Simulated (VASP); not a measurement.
# H2CO in VASP: a series of runs

Runs on H2CO. Level: PBE+D3(BJ). Tasks: single point.

All numbers are computed with VASP 6.6.1; they aren't measurements. Logs are shortened: lines on timing, memory, paths and dates and some standing lists are left out, and cuts for length are marked.

## Step 1: The cell of the first run

The cell holds an amorphous packing of atoms, 32 atoms: a = 7.601 Å, b = 7.601 Å, c = 7.601 Å, α = 90.00°, β = 90.00°, γ = 90.00°.

## Step 2: Single point, PBE+D3(BJ)

The input, INCAR:

```
PREC = Accurate
ENCUT = 520
EDIFF = 1E-6
ISMEAR = -1
SIGMA = 0.02
LREAL = Auto
LASPH = True
NELM = 100
ALGO = Normal
ISIF = 2
LWAVE = False
LCHARG = False
GGA = PE
IVDW = 12
NBANDS = 70
```

The input, KPOINTS:

```
Automatic mesh
0
Gamma
  1 1 1
```

The input, POSCAR:

```
H2CO
1.0
    7.6012920000      0.0000000000      0.0000000000
    0.0000000000      7.6012920000      0.0000000000
    0.0000000000      0.0000000000      7.6012920000
O C H
8 8 16
Direct
    0.9063425193      0.8473674043      0.9902157794
    0.0179913194      0.4251346203      0.2652320175
    0.5628940750      0.3405632304      0.6190404696
    0.5348979047      0.6051420163      0.1037713807
    0.2978255992      1.0242121405      0.6931506918
    0.5471274327      0.1074370484      1.1440529521
    0.2206575890      0.6081462875      0.7393098482
    0.6903059369      0.7871153493      0.5201638291
    0.9816841870      0.9575995152      0.9027530986
    0.0385879178      0.2694255144      0.2387799873
    0.6223151393      0.3534391019      0.4714024632
    0.5399421662      0.6846425343     -0.0350548467
    0.3340576003      0.9670793402      0.5484757152
    0.5677149889      0.1840807039      1.0048252505
    0.2212657767      0.4899612156      0.6321676045
    0.7669608451      0.8066240679      0.3810076279
    1.0867298760      1.0444169121      0.9580426619
    0.9499726625      0.9813000780      0.7615076746
   -0.0720049879      0.1821061544      0.1977971571
    0.1689490548      0.2036329858      0.2554341311
    0.5688117356      0.4470741569      0.3731827607
    0.7351887467      0.2710728122      0.4283484697
    0.5049634599      0.8265052771     -0.0419406425
    0.5756867816      0.6195654482     -0.1610624879
    0.3875035762      1.0519347478      0.4410454159
    0.3161950167      0.8266064195      0.5109108249
    0.5657655711      0.3302199530      0.9978919997
    0.5881003183      0.1118727657      0.8790839725
    0.2625611783      0.5110893051      0.4930859936
    0.1754883545      0.3552313613      0.6676003294
    0.7709414924      0.9355323429      0.3105510419
    0.8389280661      0.6981997896      0.3147342285
```

Potentials or basis: VASP PAW PBE potentials, release 64 (O, C, H).

The run is started by

```
> cat potpaw_PBE.64/O/POTCAR potpaw_PBE.64/C/POTCAR potpaw_PBE.64/H/POTCAR > POTCAR
> mpirun -np 1 vasp_gam > vasp.out
```

OUTCAR:

```text
PREC = Accurate
   ENCUT = 520
   EDIFF = 1E-6
   ISMEAR = -1
   LREAL = Auto
   LASPH = True
   NELM = 100
   ISIF = 2
   GGA = PE
   IVDW = 12
 IVDW          = 12

 ion  position               nearest neighbor table
   1  0.906  0.847  0.990-   9 1.21
   2  0.018  0.425  0.265-  10 1.21
   3  0.563  0.341  0.619-  11 1.21
   4  0.535  0.605  0.104-  12 1.22
   5  0.298  0.024  0.693-  13 1.21
   6  0.547  0.107  0.144-  14 1.22
   7  0.221  0.608  0.739-  15 1.21
   8  0.690  0.787  0.520-  16 1.22
   9  0.982  0.958  0.903-  18 1.12  17 1.12   1 1.21
  10  0.039  0.269  0.239-  19 1.12  20 1.12   2 1.21
  11  0.622  0.353  0.471-  21 1.11  22 1.11   3 1.21
  12  0.540  0.685  0.965-  24 1.11  23 1.11   4 1.22
  13  0.334  0.967  0.548-  26 1.11  25 1.12   5 1.21
  14  0.568  0.184  0.005-  27 1.11  28 1.11   6 1.22
  15  0.221  0.490  0.632-  29 1.11  30 1.11   7 1.21
  16  0.767  0.807  0.381-  32 1.11  31 1.12   8 1.22
  17  0.087  0.044  0.958-   9 1.12
  18  0.950  0.981  0.762-   9 1.12
  19  0.928  0.182  0.198-  10 1.12
  20  0.169  0.204  0.255-  10 1.12
  21  0.569  0.447  0.373-  11 1.11
  22  0.735  0.271  0.428-  11 1.11
[... 8 lines left out ...]
  31  0.771  0.936  0.311-  16 1.12
  32  0.839  0.698  0.315-  16 1.11

  LATTYP: Found a simple cubic cell.
 ALAT       =     7.6012920000

  Lattice vectors:

 A1 = (   7.6012920000,   0.0000000000,   0.0000000000)
 A2 = (   0.0000000000,   7.6012920000,   0.0000000000)
 A3 = (   0.0000000000,   0.0000000000,   7.6012920000)

Analysis of symmetry for initial positions (statically):
=====================================================================
 Subroutine PRICEL returns:
 Original cell was already a primitive cell.

 Routine SETGRP: Setting up the symmetry group for a
 simple cubic supercell.

 Subroutine GETGRP returns: Found  1 space group operations
 (whereof  1 operations were pure point group operations)
 out of a pool of 48 trial point group operations.

The static configuration has the point symmetry C_1 .

Analysis of symmetry for dynamics (positions and initial velocities):
=====================================================================
 Subroutine PRICEL returns:
 Original cell was already a primitive cell.

 Routine SETGRP: Setting up the symmetry group for a
 simple cubic supercell.

[... 140 lines left out ...]
   EDIFF  = 0.1E-05   stopping-criterion for ELM
   LREAL  =      T    real-space projection
   EDIFFG = 0.1E-04   stopping-criterion for IOM
   NSW    =      0    number of steps for IOM
   IBRION =     -1    ionic relax: 0-MD 1-quasi-New 2-CG
   NFREE  =      0    steps in history (QN), initial steepest desc. (CG)
   ISIF   =      2    stress and relaxation
   ISYM   =      2    0-nonsym 1-usesym 2-fastsym
   POTIM  = 0.5000    time-step for ionic-motion
   TEBEG  =    0.0;   TEEND  =   0.0 temperature during run
   PSTRESS=    0.0 pullay stress
   NELECT =      96.0000    total number of electrons
   NUPDOWN=      -1.0000    fix difference up-down
   EMIN   =  10.00;   EMAX   =-10.00  energy-range for DOS
   EFERMI =   0.00;   METHOD = LEGACY
   ISMEAR =    -1;   SIGMA  =   0.02  broadening in eV -4-tet -1-fermi 0-gaus
   EFERMI_NEDOS =   21; number of points for ismear=-14 and -15
   IALGO  =     38    algorithm
   IMIX   =      4    mixing-type and parameters
     AMIX     =   0.40;   BMIX     =  1.00
     AMIX_MAG =   1.60;   BMIX_MAG =  1.00
  volume/ion in A,a.u.               =      13.72        92.62
  Fermi-wavevector in a.u.,A,eV,Ry     =   0.986153  1.863560 13.231647  0.972499
  Thomas-Fermi vector in A             =   2.117513
   LORBIT       =      0    0 simple, 1 ext, 2 COOP (PROOUT), +10 PAW based schemes
   GGA     = PE    functional components
   LHFCALC =     F    Hartree Fock is set to
   AEXX    =    0.0000 exact exchange contribution
   IVDW    =    12    specifies the selected vdW correction
   LEPSILON=     F    determine dielectric tensor
   LRPA    =     F    only Hartree local field effects (RPA)
 non-spin polarized calculation
  energy-cutoff  :      520.00
  volume of cell :      439.20
 maximum number of plane-waves:      5877
 NGX is ok and might be reduce to    60
   NGX = 29   NGY = 29   NGZ = 29

 number of electron      95.9999996 magnetization

 Free energy of the ion-electron system (eV)
  ---------------------------------------------------
  ext. energy  EPLUGINS =         0.00000000
  ---------------------------------------------------
  free energy    TOTEN  =      -178.11482748 eV

  energy without entropy =     -178.11482748  energy(sigma->0) =     -178.11482748

 E-fermi :  -2.0836     XC(G=0):  -6.4391

 val. band max:       -2.6076616444   @ k =   0.0000   0.0000   0.0000
 cond. band min:       0.0109121428   @ k =   0.0000   0.0000   0.0000
 fundamental gap:      2.6185737872
 Fermi energy:        -2.0836210353

 k-point     1 :       0.0000    0.0000    0.0000
  band No.  band energies     occupation
      1     -23.9252      2.00000
      2     -23.5582      2.00000
      3     -23.5252      2.00000
      4     -23.5185      2.00000
      5     -23.4847      2.00000
      6     -23.3324      2.00000
[... 52 lines left out ...]
     59       4.0706      0.00000
     60       4.1500      0.00000
 [bands above 60 left out]

------------------------ aborting loop because EDIFF is reached ----------------------------------------

 Edisp (eV)   -1.30669

 E8    (eV) :    -0.3020

  FORCE on cell =-STRESS in cart. coord.  units (eV):
  Direction    XX          YY          ZZ          XY          YZ          ZX
  --------------------------------------------------------------------------------------
  -------------------------------------------------------------------------------------
  Total      -0.83801     0.69772     1.18367     0.24173    -0.36862    -0.92363
  in kB      -3.05702     2.54525     4.31796     0.88182    -1.34472    -3.36934
  external pressure =        1.27 kB  Pullay stress =        0.00 kB

 VOLUME and BASIS-vectors are now :
 -----------------------------------------------------------------------------
  energy-cutoff  :      520.00
  volume of cell :      439.20
      direct lattice vectors                 reciprocal lattice vectors
     7.601292000  0.000000000  0.000000000     0.131556583  0.000000000  0.000000000
     0.000000000  7.601292000  0.000000000     0.000000000  0.131556583  0.000000000
     0.000000000  0.000000000  7.601292000     0.000000000  0.000000000  0.131556583

 POSITION                                       TOTAL-FORCE (eV/Angst)
 -----------------------------------------------------------------------------------
      6.88937      6.44109      7.52692        -0.117202     -0.101318      0.164448
      0.13676      3.23157      2.01611        -0.069419      0.466996      0.100069
      4.27872      2.58872      4.70551        -0.230598     -0.062881      0.528199
      4.06592      4.59986      0.78880         0.018678     -0.252916      0.380139
      2.26386      0.18404      5.26884        -0.149121      0.130064      0.301894
      4.15888      0.81666      1.09499        -0.087259     -0.231276      0.451590
[... 24 lines left out ...]
      5.86015      7.11125      2.36059        -0.091986     -0.041939      0.087855
      6.37694      5.30722      2.39239        -0.013453     -0.045910      0.029960
 -----------------------------------------------------------------------------------
    total drift:                               -0.003310     -0.006694     -0.006197

  FREE ENERGIE OF THE ION-ELECTRON SYSTEM (eV)
  ---------------------------------------------------
  free  energy   TOTEN  =      -179.4215131028 eV

  energy  without entropy=     -179.4215131028  energy(sigma->0) =     -179.42151310
```

OSZICAR:

```text
N       E                     dE             d eps       ncg     rms          rms(c)
DAV:   1     0.743435052198E+03    0.74344E+03   -0.48998E+04   140   0.123E+03
DAV:   2    -0.103827911818E+03   -0.84726E+03   -0.79965E+03   184   0.290E+02
DAV:   3    -0.189690728101E+03   -0.85863E+02   -0.84692E+02   168   0.976E+01
DAV:   4    -0.191572895094E+03   -0.18822E+01   -0.18789E+01   160   0.161E+01
DAV:   5    -0.191626808477E+03   -0.53913E-01   -0.53891E-01   176   0.240E+00    0.244E+01
DAV:   6    -0.180599960359E+03    0.11027E+02   -0.24937E+01   160   0.197E+01    0.127E+01
DAV:   7    -0.178602581613E+03    0.19974E+01   -0.25418E+00   168   0.688E+00    0.625E+00
DAV:   8    -0.178142975598E+03    0.45961E+00   -0.16492E+00   168   0.411E+00    0.177E+00
DAV:   9    -0.178117754633E+03    0.25221E-01   -0.17811E-01   168   0.164E+00    0.632E-01
DAV:  10    -0.178113911134E+03    0.38435E-02   -0.24594E-02   160   0.750E-01    0.230E-01
DAV:  11    -0.178115335495E+03   -0.14244E-02   -0.10594E-02   152   0.433E-01    0.127E-01
DAV:  12    -0.178114919448E+03    0.41605E-03   -0.16043E-03   168   0.192E-01    0.802E-02
DAV:  13    -0.178114851384E+03    0.68065E-04   -0.36240E-04   160   0.725E-02    0.328E-02
DAV:  14    -0.178114831294E+03    0.20090E-04   -0.10733E-04   152   0.486E-02    0.131E-02
DAV:  15    -0.178114831225E+03    0.69215E-07   -0.18518E-05   176   0.200E-02    0.126E-02
DAV:  16    -0.178114827836E+03    0.33889E-05   -0.83633E-06   168   0.138E-02    0.317E-03
DAV:  17    -0.178114827481E+03    0.35438E-06   -0.19617E-06   120   0.641E-03
   1 F= -.17942151E+03 E0= -.17942151E+03  d E =-.455941E-11
```

stdout:

```text
POSCAR found type information on POSCAR O C H
 POSCAR found :  3 types and      32 ions
 scaLAPACK will be used
 LDA part: xc-table for (Slater+PW92), standard interpolation
 POSCAR, INCAR and KPOINTS ok, starting setup
 FFT: planning ... GRIDC
 FFT: planning ... GRID_SOFT
 FFT: planning ... GRID
 WAVECAR not read
 entering main loop
```

It took 56 s on 1 thread of Intel Xeon Platinum 8488C (Sapphire Rapids), shared host; peak memory 0.47 GiB.

What came out:

| Property | Result |
| --- | --- |
| Free energy | -179.4215 eV |
| Pressure | 0.1 GPa |
| Largest force | 0.735 eV/Å |
| Band gap on the k mesh | 2.62 eV |
| Dispersion energy per atom | -0.041 eV |

Forces in eV/Å, atoms in the order of the input:
```
O   -0.117 -0.101  0.164
O   -0.069  0.467  0.100
O   -0.231 -0.063  0.528
O    0.019 -0.253  0.380
O   -0.149  0.130  0.302
O   -0.087 -0.231  0.452
O   -0.010  0.388  0.364
O   -0.219  0.038  0.275
C    0.141  0.249 -0.254
C    0.113 -0.541 -0.076
C    0.187  0.106 -0.456
C   -0.077  0.260 -0.406
C    0.238 -0.214 -0.661
C    0.001  0.261 -0.486
C   -0.015 -0.283 -0.253
C    0.272  0.011 -0.363
H   -0.025 -0.096 -0.017
H   -0.013 -0.081  0.044
H   -0.012  0.027  0.001
H    0.010  0.046 -0.017
H    0.009 -0.015 -0.040
H   -0.007 -0.018 -0.033
H    0.062  0.003 -0.019
H    0.038  0.035  0.027
H    0.028  0.074  0.131
H   -0.072  0.011  0.215
H    0.004  0.019  0.037
H   -0.001 -0.022  0.018
H    0.007 -0.019  0.006
H    0.082 -0.098 -0.080
H   -0.092 -0.042  0.088
H   -0.013 -0.046  0.030
```

Stress tensor (GPa, compression positive):
```
-0.31  0.09 -0.34
 0.09  0.25 -0.13
-0.34 -0.13  0.43
```

Levels at points of the mesh, in eV from the valence-band top:
| k point | band 44 | band 45 | band 46 | band 47 | band 48 | band 49 | band 50 | band 51 | band 52 | band 53 |
| --- | --- | --- | --- | --- | --- | --- | --- | --- | --- | --- |
| (0.00, 0.00, 0.00) | -0.52 | -0.48 | -0.28 | -0.12 | 0.00 | 2.62 | 2.94 | 3.16 | 3.27 | 3.37 |

Caveat: the k points lie up to 0.83 Å⁻¹ apart.

## Step 3: Single point, PBE+D3(BJ)

The input, INCAR:

```
PREC = Accurate
ENCUT = 520
EDIFF = 1E-6
ISMEAR = -1
SIGMA = 0.02
LREAL = Auto
LASPH = T
NELM = 80
ALGO = Normal
ISIF = 2
LWAVE = F
LCHARG = T
GGA = PE
IVDW = 12
LELF = T
LVHAR = T
NBANDS = 70
```

KPOINTS is that of step 2.

The input, POSCAR:

```
H2CO
1.0
    7.6012920000      0.0000000000      0.0000000000
    0.0000000000      7.6012920000      0.0000000000
    0.0000000000      0.0000000000      7.6012920000
O C H
8 8 16
Direct
    0.9314732285      0.8411991014      0.9962516898
   -0.0194177516      0.4299006011      0.2957786650
    0.5371455274      0.3401658560      0.6069626058
    0.5470254267      0.5797567045      0.0960889280
    0.3084212526      1.0189846673      0.7170886213
    0.5473016956      0.1001803378      1.1441081332
    0.2193179791      0.6229598863      0.7219167478
    0.7052222175      0.7718293153      0.4931135391
    0.9608366578      0.9577319224      0.8824420901
    0.0163656389      0.2814521531      0.2571668080
    0.6204208442      0.3802906138      0.4759585607
    0.5447231865      0.7064983163     -0.0023811741
    0.3400869221      0.9685458735      0.5696400033
    0.5954645605      0.1781144574      1.0087232539
    0.2090170987      0.4893904878      0.6308269699
    0.7948385617      0.8205710292      0.3708053841
    1.0385865982      1.0824212515      0.9183044146
    0.9252900691      0.9335518225      0.7405583156
   -0.0678568854      0.1958351291      0.1811797258
    0.1222029097      0.2030970524      0.3201297885
    0.5840717604      0.5000728823      0.4076543830
    0.7335463498      0.2978967260      0.4278088514
    0.6161715666      0.8314902256      0.0170365775
    0.4645920720      0.6997626193     -0.1142700478
    0.3197877413      1.0649900043      0.4646052276
    0.3886444568      0.8430540492      0.5198195254
    0.6273012535      0.3167487843      1.0135513805
    0.6084623509      0.1069555018      0.8805213640
    0.2342759626      0.5046378958      0.4759190938
    0.2210150590      0.3596888529      0.6949081814
    0.8452905111      0.9628100065      0.3521375050
    0.8308192870      0.7342567553      0.2618502223
```

Potentials or basis: VASP PAW PBE potentials, release 64 (O, C, H).

The run is started by

```
> cat potpaw_PBE.64/O/POTCAR potpaw_PBE.64/C/POTCAR potpaw_PBE.64/H/POTCAR > POTCAR
> mpirun -np 1 vasp_gam > vasp.out
```

Wall time 63 s (1 thread of Intel Xeon Platinum 8488C (Sapphire Rapids), shared host); peak memory 0.47 GiB.

The run converged. Its results:

```yaml
Free_energy: -178.3685 eV
Pressure: 0.2 GPa
Largest_force: 2.939 eV/Å
Band_gap_on_the_k_mesh: 2.36 eV
Dispersion_energy_per_atom: -0.041 eV
```

Forces on the atoms (eV/Å):
```
O    0.406  2.194 -1.913
O   -0.039  1.588 -0.098
O    0.032 -0.484  0.519
O    0.458 -0.122  0.678
O    0.010 -0.589  1.205
O    0.321  0.634 -1.041
O   -0.767 -0.590 -0.340
O   -0.144  0.253  0.608
C    0.446 -1.710  1.592
C    0.311 -1.549  0.917
C    0.087 -0.414  0.198
C    0.405  0.098  0.778
C   -0.218  1.083 -1.005
C   -0.449 -1.487  1.023
C    2.153  1.547 -1.139
C    0.359  0.896 -0.643
H   -0.686 -0.732 -0.364
H    0.026  0.286  0.529
H   -0.754 -0.267 -1.102
H    0.684  0.290  0.038
H    0.208  0.429 -0.744
H   -0.481  0.271  0.113
H    0.222 -0.148  0.406
H   -1.221  0.072 -1.902
H   -0.030  0.343 -0.795
H    0.206 -0.807  0.612
H    0.114  0.868 -0.090
H   -0.078  0.129  0.147
H   -0.786 -0.546  1.824
H   -0.589 -0.454 -0.248
H   -0.350 -0.699  0.486
H    0.144 -0.385 -0.249
```

Stress tensor (GPa, compression positive):
```
 0.59 -0.32  0.76
-0.32 -0.03  0.48
 0.76  0.48  0.04
```

Levels at points of the mesh, in eV from the valence-band top:
```tsv
k point	band 44	band 45	band 46	band 47	band 48	band 49	band 50	band 51	band 52	band 53
(0.00, 0.00, 0.00)	-0.66	-0.52	-0.33	-0.04	0.00	2.36	2.51	2.95	3.09	3.32
```

Caveat: the k points lie up to 0.83 Å⁻¹ apart.

## Step 4: Single point, PBE+D3(BJ)

The input, INCAR:

```
SYSTEM = H2CO
PREC = Accurate
ENCUT = 520
EDIFF = 1E-6
ISMEAR = -1
SIGMA = 0.02
LREAL = Auto
LASPH = .TRUE.
NELM = 60
ALGO = Normal
ISIF = 2
LWAVE = .FALSE.
LCHARG = .FALSE.
GGA = PE
IVDW = 12
NBANDS = 70
```

The input, KPOINTS:

```
Automatic mesh
0
G
  1 1 1
  0 0 0
```

The input, POSCAR:

```
H2CO
1.0
    7.6012920000      0.0000000000      0.0000000000
    0.0000000000      7.6012920000      0.0000000000
    0.0000000000      0.0000000000      7.6012920000
O C H
8 8 16
Direct
    0.9610339926      0.8419884409      1.0028295190
   -0.0397169323      0.4395436986      0.2899638640
    0.5195432566      0.3619647818      0.6120801569
    0.5629437732      0.5664563340      0.0672911921
    0.3166040720      1.0520316809      0.7291260486
    0.5534585436      0.1302015499      1.1307814514
    0.2244881528      0.6313795076      0.7260081576
    0.7041171422      0.7741578668      0.4773004379
    0.9516276970      0.9360513976      0.8747986527
    0.0181548084      0.2991202022      0.2468790832
    0.6085939075      0.3682663421      0.4827731917
    0.5490382424      0.7140496642      0.0126425876
    0.3347194135      0.9577977007      0.5968590603
    0.6209602262      0.1687344730      0.9959491097
    0.2088066081      0.4913769922      0.6521128250
    0.7897078549      0.8487636049      0.3693582617
    1.0324692171      1.0624246510      0.8668000124
    0.8709572004      0.9095427462      0.7503592810
   -0.0729086582      0.1906649554      0.1954667706
    0.1576705644      0.2652575378      0.2592585576
    0.5645750749      0.4386885808      0.3615701120
    0.7400978676      0.2999753200      0.4914953932
    0.6652158607      0.8073890596      0.0183258320
    0.4266379979      0.7731580368     -0.0520569398
    0.2464317908      0.9806753904      0.4843650264
    0.4184946454      0.8410675448      0.5795199027
    0.6558753433      0.3020539140      0.9481940702
    0.6740696187      0.0731717713      0.8959661068
    0.1963876667      0.4874302947      0.5046378958
    0.1846133526      0.3643854229      0.7237848513
    0.8676288189      0.9751500140      0.3928542674
    0.8071917248      0.8004034051      0.2265535912
```

The run is started by

```
> cat potpaw_PBE.64/O/POTCAR potpaw_PBE.64/C/POTCAR potpaw_PBE.64/H/POTCAR > POTCAR
> mpirun -np 1 vasp_gam > vasp.out
```

Run time: 48 s. Hardware: 1 thread of Intel Xeon Platinum 8488C (Sapphire Rapids), shared host; peak memory 0.47 GiB.

Results (log left out):

```yaml
Free_energy: -178.5354 eV
Pressure: 0.8 GPa
Largest_force: 3.651 eV/Å
Band_gap_on_the_k_mesh: 2.58 eV
Dispersion_energy_per_atom: -0.041 eV
```

Forces on the atoms (eV/Å):
```
O   -0.081 -0.403  0.173
O   -0.314  1.185  0.311
O   -1.580  0.052  1.969
O   -0.156 -1.376  0.469
O    0.641 -1.063 -0.960
O   -1.241 -0.691  2.276
O    0.119  0.821  0.699
O   -0.993 -0.704  1.581
C    0.526  1.215 -1.176
C   -0.596 -1.466 -0.541
C    1.374 -0.127 -1.292
C   -0.088  2.292 -0.993
C   -1.072  0.619  1.026
C    1.926  0.741 -3.012
C   -0.637 -0.784 -0.925
C    1.643  0.790 -2.834
H   -0.403 -0.520  0.053
H    0.274 -0.265  0.793
H    0.535  0.463  0.139
H    0.598 -0.147 -0.040
H    0.417 -0.237  0.015
H   -0.246  0.333 -0.668
H   -0.546 -0.367  0.008
H    0.480 -0.632  0.434
H   -0.165  0.166 -0.506
H    0.561  0.219  0.443
H   -0.526  0.540  0.493
H   -0.401 -0.542  0.254
H    0.229 -0.177  0.339
H    0.310  0.249 -0.104
H   -0.362 -0.372  0.339
H   -0.227  0.187  1.238
```

Stress tensor (GPa, compression positive):
```
 0.75  0.19 -1.61
 0.19  0.59 -0.68
-1.61 -0.68  1.08
```

Levels at points of the mesh, in eV from the valence-band top:
```csv
k point,band 45,band 46,band 47,band 48,band 49,band 50,band 51,band 52
"(0.00, 0.00, 0.00)",-0.50,-0.41,-0.09,0.00,2.58,2.88,3.06,3.14
```

Caveat: the k points lie up to 0.83 Å⁻¹ apart.

(Continued in part 2 of 2.)
